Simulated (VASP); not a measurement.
# BeP3 (Pm-3m) in VASP: notebook

BeP3 is run at these levels: PBE; tasks: single point, relaxation of cell and atoms.

Everything below comes from runs of VASP 6.6.1. Logs are shortened: lines on timing, memory, paths and dates and some standing lists are left out, and cuts for length are marked.

### 1 The cell of the first run

It takes space group Pm-3m (No. 221, cubic). The conventional cell has a = 3.751 Å, b = 3.751 Å, c = 3.751 Å, α = 90.00°, β = 90.00°, γ = 90.00°. Within 3.5 Å of Be (site symmetry m-3m) lie 12 P at 2.65 Å. Within 3.5 Å of P (site symmetry 4/mmm) lie 4 Be at 2.65 Å and 8 P at 2.65 Å.

### 2 Single point, PBE

INCAR reads:

```
SYSTEM = BeP3
  ALGO = Normal
  EDIFF = 1E-7
  ENCUT = 520
  GGA = PE
  ISIF = 2
  ISMEAR = 0
  LASPH = .True.
  LCHARG = .False.
  LREAL = .False.
  LWAVE = .False.
  NBANDS = 16
  NELM = 60
  PREC = Accurate
  SIGMA = 0.1
```

KPOINTS reads:

```
k-points
0
Gamma
  12 12 12
  0 0 0
```

POSCAR reads:

```
BeP3
1.0
    3.7505912517      0.0000000000      0.0000000000
    0.0000000000      3.7505912517      0.0000000000
    0.0000000000      0.0000000000      3.7505912517
Be P
1 3
Direct
    0.0000000000      0.0000000000      0.0000000000
    0.0000000000      0.5000000000      0.5000000000
    0.5000000000      0.0000000000      0.5000000000
    0.5000000000      0.5000000000      0.0000000000
```

Potentials or basis: VASP PAW PBE potentials, release 64 (Be, P).

On the command line:

```sh
cat potpaw_PBE.64/Be/POTCAR potpaw_PBE.64/P/POTCAR > POTCAR
mpirun -np 1 vasp_std > vasp.out
```

OUTCAR:

```text
SYSTEM = BeP3
   EDIFF = 1E-7
   ENCUT = 520
   GGA = PE
   ISIF = 2
   ISMEAR = 0
   LASPH = .True.
   LREAL = .False.
   NELM = 60
   PREC = Accurate

 ion  position               nearest neighbor table
   1  0.000  0.000  0.000-   2 2.65   3 2.65   4 2.65   2 2.65   3 2.65   2 2.65   4 2.65   2 2.65
                             3 2.65   4 2.65   3 2.65   4 2.65
   2  0.000  0.500  0.500-   1 2.65   3 2.65   4 2.65   1 2.65   4 2.65   1 2.65   3 2.65   1 2.65
                             3 2.65   4 2.65   4 2.65   3 2.65
   3  0.500  0.000  0.500-   1 2.65   2 2.65   4 2.65   1 2.65   4 2.65   2 2.65   4 2.65   4 2.65
                             1 2.65   2 2.65   1 2.65   2 2.65
   4  0.500  0.500  0.000-   1 2.65   2 2.65   3 2.65   2 2.65   3 2.65   1 2.65   3 2.65   3 2.65
                             1 2.65   2 2.65   2 2.65   1 2.65

  LATTYP: Found a simple cubic cell.
 ALAT       =     3.7505912517

  Lattice vectors:

 A1 = (   3.7505912517,   0.0000000000,   0.0000000000)
 A2 = (   0.0000000000,   3.7505912517,   0.0000000000)
 A3 = (   0.0000000000,   0.0000000000,   3.7505912517)

Analysis of symmetry for initial positions (statically):
=====================================================================
 Subroutine PRICEL returns:
 Original cell was already a primitive cell.

 Routine SETGRP: Setting up the symmetry group for a
 simple cubic supercell.

 Subroutine GETGRP returns: Found 48 space group operations
 (whereof 48 operations were pure point group operations)
 out of a pool of 48 trial point group operations.

The static configuration has the point symmetry O_h .

Analysis of symmetry for dynamics (positions and initial velocities):
=====================================================================
 Subroutine PRICEL returns:
 Original cell was already a primitive cell.

 Routine SETGRP: Setting up the symmetry group for a
 simple cubic supercell.

 Subroutine GETGRP returns: Found 48 space group operations
 (whereof 48 operations were pure point group operations)
 out of a pool of 48 trial point group operations.

The dynamic configuration has the point symmetry O_h .

 Subroutine INISYM returns: Found 48 space group operations
 (whereof 48 operations are pure point group operations),
 and found     1 'primitive' translations

----------------------------------------------------------------------------------------

                                     Primitive cell

  volume of cell :      52.7593

  direct lattice vectors                    reciprocal lattice vectors
     3.750591252  0.000000000  0.000000000     0.266624629  0.000000000  0.000000000
     0.000000000  3.750591252  0.000000000     0.000000000  0.266624629  0.000000000
     0.000000000  0.000000000  3.750591252     0.000000000  0.000000000  0.266624629

  length of vectors
     3.750591252  3.750591252  3.750591252     0.266624629  0.266624629  0.266624629

  position of ions in fractional coordinates (direct lattice)
     0.000000000  0.000000000  0.000000000
     0.000000000  0.500000000  0.500000000
     0.500000000  0.000000000  0.500000000
     0.500000000  0.500000000  0.000000000

  ion indices of the primitive-cell ions
   primitive index   ion index
                 1           1
                 2           2
                 3           3
                 4           4

----------------------------------------------------------------------------------------

 KPOINTS: k-points

Automatic generation of k-mesh.
 Grid dimensions read from file:
 generate k-points for:   12   12   12

 Generating k-lattice:

  Cartesian coordinates                     Fractional coordinates (reciprocal lattice)
     0.022218719  0.000000000  0.000000000     0.083333333  0.000000000  0.000000000
     0.000000000  0.022218719  0.000000000     0.000000000  0.083333333  0.000000000
     0.000000000  0.000000000  0.022218719     0.000000000  0.000000000  0.083333333

  Length of vectors
     0.022218719  0.022218719  0.022218719

  Shift w.r.t. Gamma in fractional coordinates (k-lattice)
     0.000000000  0.000000000  0.000000000

 Subroutine IBZKPT returns following result:
 ===========================================

 Found     84 irreducible k-points:

 Following reciprocal coordinates:
            Coordinates               Weight
  0.000000  0.000000  0.000000      1.000000
  0.083333  0.000000  0.000000      6.000000
  0.166667  0.000000  0.000000      6.000000
  0.250000  0.000000  0.000000      6.000000
  0.333333  0.000000  0.000000      6.000000
  0.416667  0.000000  0.000000      6.000000
[... 16 lines left out ...]
  0.333333  0.333333  0.000000     12.000000
  0.416667  0.333333  0.000000     24.000000
 [... further k-points ...]
   k-points           NKPTS =     84   k-points in BZ     NKDIM =     84   number of bands    NBANDS=     16
   number of dos      NEDOS =    301   number of ions     NIONS =      4
   total plane-waves  NPLWV =  21952
   dimension x,y,z NGX =    28 NGY =   28 NGZ =   28
   dimension x,y,z NGXF=    56 NGYF=   56 NGZF=   56
   ions per type =               1   3
   NGX,Y,Z   is equivalent  to a cutoff of  12.41, 12.41, 12.41 a.u.
   NGXF,Y,Z  is equivalent  to a cutoff of  24.82, 24.82, 24.82 a.u.
 SYSTEM =  BeP3
   PREC   = accura    normal or accurate (medium, high low for compatibility)
   ISTART =      0    job   : 0-new  1-cont  2-samecut
   ICHARG =      2    charge: 1-file 2-atom 10-const
   ISPIN  =      1    spin polarized calculation?
   LNONCOLLINEAR =      F non collinear calculations
   LSORBIT =      F    spin-orbit coupling
   LASPH  =      T    aspherical Exc in radial PAW
   ENCUT  =  520.0 eV  38.22 Ry    6.18 a.u.   6.97  6.97  6.97*2*pi/ulx,y,z
   NELM   =     60;   NELMIN=  2; NELMDL= -5     # of ELM steps
   EDIFF  = 0.1E-06   stopping-criterion for ELM
   LREAL  =      F    real-space projection
   EDIFFG = 0.1E-05   stopping-criterion for IOM
   NSW    =      0    number of steps for IOM
   IBRION =     -1    ionic relax: 0-MD 1-quasi-New 2-CG
   NFREE  =      0    steps in history (QN), initial steepest desc. (CG)
   ISIF   =      2    stress and relaxation
   ISYM   =      2    0-nonsym 1-usesym 2-fastsym
   POTIM  = 0.5000    time-step for ionic-motion
   TEBEG  =    0.0;   TEEND  =   0.0 temperature during run
   PSTRESS=    0.0 pullay stress
   NELECT =      17.0000    total number of electrons
   NUPDOWN=      -1.0000    fix difference up-down
   EMIN   =  10.00;   EMAX   =-10.00  energy-range for DOS
   EFERMI =   0.00;   METHOD = LEGACY
   ISMEAR =     0;   SIGMA  =   0.10  broadening in eV -4-tet -1-fermi 0-gaus
   EFERMI_NEDOS =   21; number of points for ismear=-14 and -15
   IALGO  =     38    algorithm
   IMIX   =      4    mixing-type and parameters
     AMIX     =   0.40;   BMIX     =  1.00
     AMIX_MAG =   1.60;   BMIX_MAG =  1.00
  volume/ion in A,a.u.               =      13.19        89.01
  Fermi-wavevector in a.u.,A,eV,Ry     =   1.122341  2.120917 17.138562  1.259649
  Thomas-Fermi vector in A             =   2.259000
   LORBIT       =      0    0 simple, 1 ext, 2 COOP (PROOUT), +10 PAW based schemes
   GGA     = PE    functional components
   LHFCALC =     F    Hartree Fock is set to
   AEXX    =    0.0000 exact exchange contribution
   IVDW    =     0    specifies the selected vdW correction
   LEPSILON=     F    determine dielectric tensor
   LRPA    =     F    only Hartree local field effects (RPA)
 non-spin polarized calculation
 Gauss-broadening in eV      SIGMA  =   0.10
  energy-cutoff  :      520.00
  volume of cell :       52.76
 maximum number of plane-waves:      1452
 NGX is ok and might be reduce to    28
   NGX = 13   NGY = 13   NGZ = 13

 number of electron      16.9999992 magnetization

 Free energy of the ion-electron system (eV)
  ---------------------------------------------------
  ext. energy  EPLUGINS =         0.00000000
  ---------------------------------------------------
  free energy    TOTEN  =       -16.94268126 eV

  energy without entropy =      -16.93205300  energy(sigma->0) =      -16.93736713

 E-fermi :   9.3850     XC(G=0): -11.2228

 val. band max:        9.3680523475   @ k =   0.3333   0.3333   0.2500
 cond. band min:       9.3918516639   @ k =   0.2500   0.1667   0.0833
 fundamental gap:      0.0237993164
 Fermi energy:         9.3850158683

 k-point     1 :       0.0000    0.0000    0.0000
  band No.  band energies     occupation
      1      -6.7514      2.00000
      2       1.9198      2.00000
      3       1.9198      2.00000
      4       3.0609      2.00000
      5       3.0609      2.00000
      6       3.0609      2.00000
[... 8 lines left out ...]
     15      14.7050      0.00000
     16      14.7050      0.00000

 k-point     2 :       0.0833    0.0000    0.0000
  band No.  band energies     occupation
      1      -6.6872      2.00000
      2       1.1032      2.00000
      3       1.9633      2.00000
      4       3.1250      2.00000
      5       3.1250      2.00000
      6       3.8092      2.00000
[... 8 lines left out ...]
     15      15.4500      0.00000
     16      15.4500      0.00000

 k-point     3 :       0.1667    0.0000    0.0000
  band No.  band energies     occupation
      1      -6.4960      2.00000
      2      -0.0750      2.00000
      3       2.0886      2.00000
      4       3.3162      2.00000
      5       3.3162      2.00000
      6       4.7616      2.00000
[... 8 lines left out ...]
     15      16.5914      0.00000
     16      16.9337      0.00000

 k-point     4 :       0.2500    0.0000    0.0000
  band No.  band energies     occupation
      1      -6.1834      2.00000
      2      -1.2111      2.00000
      3       2.2777      2.00000
      4       3.6300      2.00000
      5       3.6300      2.00000
      6       5.5439      2.00000
[... 8 lines left out ...]
     15      16.7405      0.00000
     16      16.7517      0.00000
[... 324 lines left out ...]
 k-point    22 :       0.5000    0.2500    0.0000
  band No.  band energies     occupation
      1      -4.4197      2.00000
      2      -3.0338      2.00000
      3       0.2397      2.00000
      4       2.9944      2.00000
      5       5.4203      2.00000
      6       5.6635      2.00000
[... 8 lines left out ...]
     15      15.3607      0.00000
     16      15.8632      0.00000

 k-point    23 :       0.3333    0.3333    0.0000
  band No.  band energies     occupation
      1      -4.7610      2.00000
      2      -1.8444      2.00000
      3      -0.8444      2.00000
      4       2.9805      2.00000
      5       5.0511      2.00000
      6       5.5929      2.00000
[... 8 lines left out ...]
     15      13.4879      0.00000
     16      17.7899      0.00000

 k-point    24 :       0.4167    0.3333    0.0000
  band No.  band energies     occupation
      1      -4.2661      2.00000
      2      -2.3681      2.00000
      3      -0.8795      2.00000
      4       2.3406      2.00000
      5       5.5490      2.00000
      6       5.9302      2.00000
[... 8 lines left out ...]
     15      14.4821      0.00000
     16      17.2616      0.00000

 [... further k-points ...]
[... 5 lines left out ...]
  --------------------------------------------------------------------------------------
  -------------------------------------------------------------------------------------
  Total       -0.0451159     -0.0451159     -0.0451159      0.0000000     -0.0000000      0.0000000
  in kB       -1.3700643     -1.3700643     -1.3700643      0.0000000     -0.0000000      0.0000000
  external PRESSURE =      -1.3700643 kB  Pullay stress =       0.0000000 kB

 VOLUME and BASIS-vectors are now :
 -----------------------------------------------------------------------------
  energy-cutoff  :      520.00
  volume of cell :       52.76
      direct lattice vectors                 reciprocal lattice vectors
     3.750591252  0.000000000  0.000000000     0.266624629  0.000000000  0.000000000
     0.000000000  3.750591252  0.000000000     0.000000000  0.266624629  0.000000000
     0.000000000  0.000000000  3.750591252     0.000000000  0.000000000  0.266624629

 POSITION                                       TOTAL-FORCE (eV/Angst)
 -----------------------------------------------------------------------------------
      0.00000      0.00000      0.00000         0.000000      0.000000      0.000000
      0.00000      1.87530      1.87530         0.000000      0.000000      0.000000
      1.87530      0.00000      1.87530         0.000000      0.000000      0.000000
      1.87530      1.87530      0.00000         0.000000      0.000000      0.000000
 -----------------------------------------------------------------------------------
    total drift:                               -0.000000      0.000000      0.000000

  FREE ENERGIE OF THE ION-ELECTRON SYSTEM (eV)
  ---------------------------------------------------
  free  energy   TOTEN  =       -16.9426812641 eV

  energy  without entropy=      -16.9320529957  energy(sigma->0) =      -16.93736713
```

Wall time 20 s (1 thread of Intel Xeon 6975P-C (Granite Rapids), shared host); peak memory 0.19 GiB.

What came out:

```yaml
Free_energy: -16.9427 eV
Pressure: -0.1 GPa
Band_gap_on_the_k_mesh: zero (an odd number of electrons rules out a gap without spin polarisation)
```

### 3 Relaxation of cell and atoms, PBE

This run uses another cell than the first one, of 13.32 Å³/atom.

INCAR reads:

```
SYSTEM = BeP3
ALGO = Normal
EDIFF = 1E-7
EDIFFG = -0.01
ENCUT = 600
GGA = PE
IBRION = 2
ISIF = 3
ISMEAR = 0
LASPH = .True.
LCHARG = .False.
LREAL = .False.
LWAVE = .False.
NELM = 80
NSW = 100
PREC = Accurate
SIGMA = 0.1
```

KPOINTS is that of step 2.

POSCAR reads:

```
BeP3
1.0
    3.7625187405      0.0000000000      0.0000000000
    0.0000000000      3.7625187405      0.0000000000
    0.0000000000      0.0000000000      3.7625187405
Be P
1 3
Direct
    0.0000000000      0.0000000000      0.0000000000
    0.0000000000      0.5000000000      0.5000000000
    0.5000000000      0.0000000000      0.5000000000
    0.5000000000      0.5000000000      0.0000000000
```

Potentials or basis: VASP PAW PBE potentials, release 64 (Be, P).

On the command line:

```sh
cat potpaw_PBE.64/Be/POTCAR potpaw_PBE.64/P/POTCAR > POTCAR
mpirun -np 1 vasp_std > vasp.out
```

It took 37 s on 1 thread of Intel Xeon 6975P-C (Granite Rapids), shared host; peak memory 0.2 GiB.

Results (log left out):

```yaml
Free_energy: -16.9433 eV
Relaxed_volume: 13.17 Å³/atom
Relaxed_cell: a = 3.749 Å, b = 3.749 Å, c = 3.749 Å, α = 90.00°, β = 90.00°, γ = 90.00°
Space_group_after_relaxing_to_0.1_Å: Pm-3m (No. 221)
Energy_gained_by_relaxing: 0.4 meV/atom
Ionic_steps: 2
Pressure_after_relaxing: 0.0 GPa
Band_gap_on_the_k_mesh: zero (an odd number of electrons rules out a gap without spin polarisation)
```

Step by step:
| step | energy change (eV) | largest force (eV/Å) | pressure (GPa) | volume (Å³) |
| --- | --- | --- | --- | --- |
| 1 | 0.0000 | 0.0000 | -0.93 | 53.26 |
| 2 | -0.0017 | 0.0000 | 0.02 | 52.67 |

Final structure:
```xyz
4
Lattice="3.7485 0.0000 0.0000 0.0000 3.7485 0.0000 0.0000 0.0000 3.7485" Properties=species:S:1:pos:R:3 pbc="T T T"
Be    0.0000    0.0000    0.0000
P     0.0000    1.8743    1.8743
P     1.8743    0.0000    1.8743
P     1.8743    1.8743    0.0000
```

Levels at points of the mesh, in eV from the Fermi level:
| k point | band 6 | band 7 | band 8 | band 9 | band 10 | band 11 |
| --- | --- | --- | --- | --- | --- | --- |
| (0.00, 0.00, 0.00) | -6.33 | -1.76 | 1.18 | 1.18 | 1.18 | 2.93 |
| (0.50, 0.00, 0.00) | -3.19 | -3.19 | -2.06 | -1.80 | -1.73 | 3.41 |
| (0.50, 0.50, 0.00) | -2.48 | -1.88 | -1.88 | -1.27 | -1.27 | 1.03 |
| (0.50, 0.50, 0.50) | -7.39 | -7.39 | -3.07 | 5.56 | 5.56 | 5.86 |

The gap in the log of VASP goes by the Fermi energy; the results here count the filled bands.